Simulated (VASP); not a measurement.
# HfS2 in VASP: single point with PBE+D3(BJ)

Aim: the single point of HfS2 with PBE+D3(BJ).

All numbers are computed with VASP 6.6.1; they aren't measurements. Logs are shortened: lines on timing, memory, paths and dates and some standing lists are left out, and cuts for length are marked.

**1. The cell of the first run**

The cell holds a slab with vacuum, 6 atoms: a = 3.618 Å, b = 3.618 Å, c = 23.322 Å, α = 90.00°, β = 90.00°, γ = 120.00°.

**2. Single point, PBE+D3(BJ)**

Input file INCAR:

```
ALGO = Normal ; DIPOL = 0.5 0.5 0.396
EDIFF = 1E-6 ; ENCUT = 400
GGA = PE ; GGA_COMPAT = False
IDIPOL = 3 ; ISIF = 2
ISMEAR = 0 ; IVDW = 12
LASPH = True ; LCHARG = True
LDIPOL = True ; LELF = True
LREAL = False ; LVACPOTAV = True
LVHAR = True ; LWAVE = False
NBANDS = 31 ; NELM = 120
NELMDL = -8 ; PREC = Accurate
SIGMA = 0.05
```

Input file KPOINTS:

```
k-points
0
Gamma
  9 9 1
```

Input file POSCAR:

```
HfS2
1.0
    3.6183522346      0.0000000000      0.0000000000
   -1.8091761173      3.1335849550      0.0000000000
    0.0000000000      0.0000000000     23.3215597949
S Hf
4 2
Direct
    0.6666666667      0.3333333333      0.1929545039
    0.3333333333      0.6666666667      0.3177651908
    0.3333333333      0.6666666667      0.4738439450
    0.0000000000      1.0000000000      0.5986546319
    0.0000000000      0.0000000000      0.2553598473
   -0.3333333333      0.3333333333      0.5362492885
```

Potentials or basis: VASP PAW PBE potentials, release 64 (S, Hf_pv).

Command:

```sh
> cat potpaw_PBE.64/S/POTCAR potpaw_PBE.64/Hf_pv/POTCAR > POTCAR
> mpirun -np 1 vasp_std > vasp.out
```

OUTCAR:

```text
EDIFF = 1E-6
   ENCUT = 400
   GGA = PE
   ISIF = 2
   ISMEAR = 0
   IVDW = 12
   LASPH = True
   LREAL = False
   NELM = 120
   NELMDL = -8
   PREC = Accurate
 IVDW          = 12

 ion  position               nearest neighbor table
   1  0.667  0.333  0.193-   5 2.55   5 2.55   5 2.55
   2  0.333  0.667  0.318-   5 2.55   5 2.55   5 2.55
   3  0.333  0.667  0.474-   6 2.55   6 2.55   6 2.55
   4  0.000  0.000  0.599-   6 2.55   6 2.55   6 2.55
   5  0.000  0.000  0.255-   1 2.55   1 2.55   1 2.55   2 2.55   2 2.55   2 2.55
   6  0.667  0.333  0.536-   4 2.55   4 2.55   4 2.55   3 2.55   3 2.55   3 2.55

  LATTYP: Found a hexagonal cell.
 ALAT       =     3.6183522346
 C/A-ratio  =     6.4453536535

  Lattice vectors:

 A1 = (   3.6183522346,   0.0000000000,   0.0000000000)
 A2 = (  -1.8091761173,   3.1335849550,   0.0000000000)
 A3 = (   0.0000000000,   0.0000000000,  23.3215597949)

Analysis of symmetry for initial positions (statically):
[... 6 lines left out ...]

 Subroutine GETGRP returns: Found 12 space group operations
 (whereof  6 operations were pure point group operations)
 out of a pool of 24 trial point group operations.

The static configuration has the point symmetry C_3v.
 The point group associated with its full space group is D_3d.

Analysis of symmetry for dynamics (positions and initial velocities):
[... 6 lines left out ...]

 Subroutine GETGRP returns: Found 12 space group operations
 (whereof  6 operations were pure point group operations)
 out of a pool of 24 trial point group operations.

The dynamic configuration has the point symmetry C_3v.
 The point group associated with its full space group is D_3d.

 Subroutine INISYM returns: Found 12 space group operations
 (whereof  6 operations are pure point group operations),
 and found     1 'primitive' translations

----------------------------------------------------------------------------------------

                                     Primitive cell

  volume of cell :     264.4295

  direct lattice vectors                    reciprocal lattice vectors
     3.618352235  0.000000000  0.000000000     0.276368893  0.159561655  0.000000000
    -1.809176117  3.133584955  0.000000000     0.000000000  0.319123309  0.000000000
     0.000000000  0.000000000 23.321559795     0.000000000  0.000000000  0.042878779

  length of vectors
     3.618352235  3.618352235 23.321559795     0.319123309  0.319123309  0.042878779

  position of ions in fractional coordinates (direct lattice)
     0.666666667  0.333333333  0.192954504
     0.333333333  0.666666667  0.317765191
     0.333333333  0.666666667  0.473843945
     0.000000000  0.000000000  0.598654632
     0.000000000  0.000000000  0.255359847
     0.666666667  0.333333333  0.536249289

  ion indices of the primitive-cell ions
   primitive index   ion index
                 1           1
                 2           2
                 3           3
                 4           4
                 5           5
                 6           6

----------------------------------------------------------------------------------------

 KPOINTS: k-points

Automatic generation of k-mesh.
 Grid dimensions read from file:
 generate k-points for:    9    9    1

 Generating k-lattice:

  Cartesian coordinates                     Fractional coordinates (reciprocal lattice)
     0.030707655  0.017729073  0.000000000     0.111111111  0.000000000  0.000000000
     0.000000000  0.035458145  0.000000000     0.000000000  0.111111111  0.000000000
     0.000000000  0.000000000  0.042878779     0.000000000  0.000000000  1.000000000

  Length of vectors
     0.035458145  0.035458145  0.042878779

  Shift w.r.t. Gamma in fractional coordinates (k-lattice)
     0.000000000  0.000000000  0.000000000

 Subroutine IBZKPT returns following result:
 ===========================================

 Found     12 irreducible k-points:

 Following reciprocal coordinates:
            Coordinates               Weight
  0.000000  0.000000  0.000000      1.000000
  0.111111 -0.000000  0.000000      6.000000
  0.222222 -0.000000  0.000000      6.000000
  0.333333  0.000000  0.000000      6.000000
  0.444444 -0.000000  0.000000      6.000000
  0.111111  0.111111  0.000000      6.000000
  0.222222  0.111111  0.000000     12.000000
  0.333333  0.111111  0.000000     12.000000
  0.444444  0.111111  0.000000      6.000000
  0.222222  0.222222  0.000000      6.000000
  0.333333  0.222222  0.000000     12.000000
  0.333333  0.333333  0.000000      2.000000
   k-points           NKPTS =     12   k-points in BZ     NKDIM =     12   number of bands    NBANDS=     31
   number of dos      NEDOS =    301   number of ions     NIONS =      6
   total plane-waves  NPLWV =  92160
   dimension x,y,z NGX =    24 NGY =   24 NGZ =  160
   dimension x,y,z NGXF=    48 NGYF=   48 NGZF=  320
   ions per type =               4   2
   NGX,Y,Z   is equivalent  to a cutoff of  11.03, 11.03, 11.41 a.u.
   NGXF,Y,Z  is equivalent  to a cutoff of  22.05, 22.05, 22.81 a.u.
 SYSTEM =  unknown system
   PREC   = accura    normal or accurate (medium, high low for compatibility)
   ISTART =      0    job   : 0-new  1-cont  2-samecut
   ICHARG =      2    charge: 1-file 2-atom 10-const
   ISPIN  =      1    spin polarized calculation?
   LNONCOLLINEAR =      F non collinear calculations
   LSORBIT =      F    spin-orbit coupling
   LASPH  =      T    aspherical Exc in radial PAW
   ENCUT  =  400.0 eV  29.40 Ry    5.42 a.u.   5.90  5.90 38.03*2*pi/ulx,y,z
   NELM   =    120;   NELMIN=  2; NELMDL= -8     # of ELM steps
   EDIFF  = 0.1E-05   stopping-criterion for ELM
   LREAL  =      F    real-space projection
   EDIFFG = 0.1E-04   stopping-criterion for IOM
   NSW    =      0    number of steps for IOM
   IBRION =     -1    ionic relax: 0-MD 1-quasi-New 2-CG
   NFREE  =      0    steps in history (QN), initial steepest desc. (CG)
   ISIF   =      2    stress and relaxation
   ISYM   =      2    0-nonsym 1-usesym 2-fastsym
   POTIM  = 0.5000    time-step for ionic-motion
   TEBEG  =    0.0;   TEEND  =   0.0 temperature during run
   PSTRESS=    0.0 pullay stress
   NELECT =      44.0000    total number of electrons
   NUPDOWN=      -1.0000    fix difference up-down
   EMIN   =  10.00;   EMAX   =-10.00  energy-range for DOS
[... 5 lines left out ...]
     AMIX     =   0.40;   BMIX     =  1.00
     AMIX_MAG =   1.60;   BMIX_MAG =  1.00
  volume/ion in A,a.u.               =      44.07       297.41
  Fermi-wavevector in a.u.,A,eV,Ry     =   0.900442  1.701589 11.031547  0.810796
  Thomas-Fermi vector in A             =   2.023400
   LORBIT       =      0    0 simple, 1 ext, 2 COOP (PROOUT), +10 PAW based schemes
   GGA     = PE    functional components
   LHFCALC =     F    Hartree Fock is set to
   AEXX    =    0.0000 exact exchange contribution
   IVDW    =    12    specifies the selected vdW correction
   LEPSILON=     F    determine dielectric tensor
   LRPA    =     F    only Hartree local field effects (RPA)
 non-spin polarized calculation
 Gauss-broadening in eV      SIGMA  =   0.05
  energy-cutoff  :      400.00
  volume of cell :      264.43
 maximum number of plane-waves:      4828
 NGX is ok and might be reduce to    24
   NGX = 11   NGY = 11   NGZ = 77

 dipolmoment           0.000000      0.000000      0.000040 electrons x Angstroem

 number of electron      44.0000007 magnetization

 dipolmoment           0.000000      0.000000     -0.000003 electrons x Angstroem

 Free energy of the ion-electron system (eV)
  ---------------------------------------------------
  ext. energy  EPLUGINS =         0.00000000
  ---------------------------------------------------
  free energy    TOTEN  =       -45.82855048 eV

  energy without entropy =      -45.82855048  energy(sigma->0) =      -45.82855048

 E-fermi :  -1.2649     XC(G=0):  -5.3627

 val. band max:       -1.5053315139   @ k =   0.0000   0.0000   0.0000
 cond. band min:      -0.3296876993   @ k =   0.4444  -0.0000   0.0000
 fundamental gap:      1.1756438146
 Fermi energy:        -1.2648892744

 k-point     1 :       0.0000    0.0000    0.0000
  band No.  band energies     occupation
      1     -32.1711      2.00000
      2     -32.1710      2.00000
      3     -32.0584      2.00000
      4     -32.0584      2.00000
      5     -32.0584      2.00000
      6     -32.0584      2.00000
[... 23 lines left out ...]
     30       4.1473      0.00000
     31       4.1490      0.00000

 k-point     2 :       0.1111   -0.0000    0.0000
  band No.  band energies     occupation
      1     -32.1666      2.00000
      2     -32.1665      2.00000
      3     -32.0820      2.00000
      4     -32.0819      2.00000
      5     -32.0637      2.00000
      6     -32.0637      2.00000
[... 23 lines left out ...]
     30       3.6736      0.00000
     31       4.1141      0.00000

 k-point     3 :       0.2222   -0.0000    0.0000
  band No.  band energies     occupation
      1     -32.1555      2.00000
      2     -32.1555      2.00000
      3     -32.1404      2.00000
      4     -32.1404      2.00000
      5     -32.0771      2.00000
      6     -32.0771      2.00000
[... 23 lines left out ...]
     30       3.6377      0.00000
     31       4.1097      0.00000

 k-point     4 :       0.3333    0.0000    0.0000
  band No.  band energies     occupation
      1     -32.2072      2.00000
      2     -32.2072      2.00000
      3     -32.1416      2.00000
      4     -32.1416      2.00000
      5     -32.0922      2.00000
      6     -32.0922      2.00000
[... 227 lines left out ...]
     30       3.7133      0.00000
     31       4.9798      0.00000

 k-point    11 :       0.3333    0.2222    0.0000
  band No.  band energies     occupation
      1     -32.2245      2.00000
      2     -32.2245      2.00000
      3     -32.1511      2.00000
      4     -32.1510      2.00000
      5     -32.1294      2.00000
      6     -32.1294      2.00000
[... 23 lines left out ...]
     30       4.0026      0.00000
     31       5.0608      0.00000

 k-point    12 :       0.3333    0.3333    0.0000
  band No.  band energies     occupation
      1     -32.1948      2.00000
      2     -32.1948      2.00000
      3     -32.1948      2.00000
      4     -32.1948      2.00000
      5     -32.1273      2.00000
      6     -32.1273      2.00000
[... 23 lines left out ...]
     30       4.3985      0.00000
     31       4.4246      0.00000

------------------------ aborting loop because EDIFF is reached ----------------------------------------

 Edisp (eV)   -1.55953

 E8    (eV) :    -0.6914

  FORCE on cell =-STRESS in cart. coord.  units (eV):
  Direction    XX          YY          ZZ          XY          YZ          ZX
  --------------------------------------------------------------------------------------
  -------------------------------------------------------------------------------------
  Total      -0.72442    -0.72442    -0.80755    -0.00000     0.00000     0.00000
  in kB      -4.38924    -4.38924    -4.89295    -0.00000     0.00000     0.00000
  external pressure =       -4.56 kB  Pullay stress =        0.00 kB

 VOLUME and BASIS-vectors are now :
 -----------------------------------------------------------------------------
  energy-cutoff  :      400.00
  volume of cell :      264.43
      direct lattice vectors                 reciprocal lattice vectors
     3.618352235  0.000000000  0.000000000     0.276368893  0.159561655  0.000000000
    -1.809176117  3.133584955  0.000000000     0.000000000  0.319123309  0.000000000
     0.000000000  0.000000000 23.321559795     0.000000000  0.000000000  0.042878779

 POSITION                                       TOTAL-FORCE (eV/Angst)
 -----------------------------------------------------------------------------------
      1.80918      1.04453      4.50000        -0.000000      0.000000      0.070505
     -0.00000      2.08906      7.41078         0.000000     -0.000000     -0.049700
     -0.00000      2.08906     11.05078        -0.000000      0.000000      0.049700
      0.00000      0.00000     13.96156         0.000000     -0.000000     -0.070505
      0.00000      0.00000      5.95539        -0.000000      0.000000      0.038195
      1.80918      1.04453     12.50617         0.000000     -0.000000     -0.038195
 -----------------------------------------------------------------------------------
    total drift:                                0.000000     -0.000000     -0.000158

  FREE ENERGIE OF THE ION-ELECTRON SYSTEM (eV)
  ---------------------------------------------------
  free  energy   TOTEN  =       -47.3880790350 eV

  energy  without entropy=      -47.3880790350  energy(sigma->0) =      -47.38807903

 vacuum level on the upper side and lower side of the slab         4.831         4.831
```

It took 58 s on 1 thread of AMD EPYC 9R45 (Zen 5), shared host; peak memory 0.26 GiB.

What came out:

```
Free energy                : -47.3881 eV
Largest force              : 0.071 eV/Å
Band gap on the k mesh     : 1.18 eV, indirect (least direct gap 2.03 eV)
Dispersion energy per atom : -0.260 eV
```

Forces on the atoms (eV/Å):
```
S    0.000  0.000  0.071
S    0.000  0.000 -0.050
S    0.000  0.000  0.050
S    0.000  0.000 -0.071
Hf   0.000  0.000  0.038
Hf   0.000  0.000 -0.038
```

Caveat: spin-orbit coupling is left out, which moves the levels of the heavy elements.
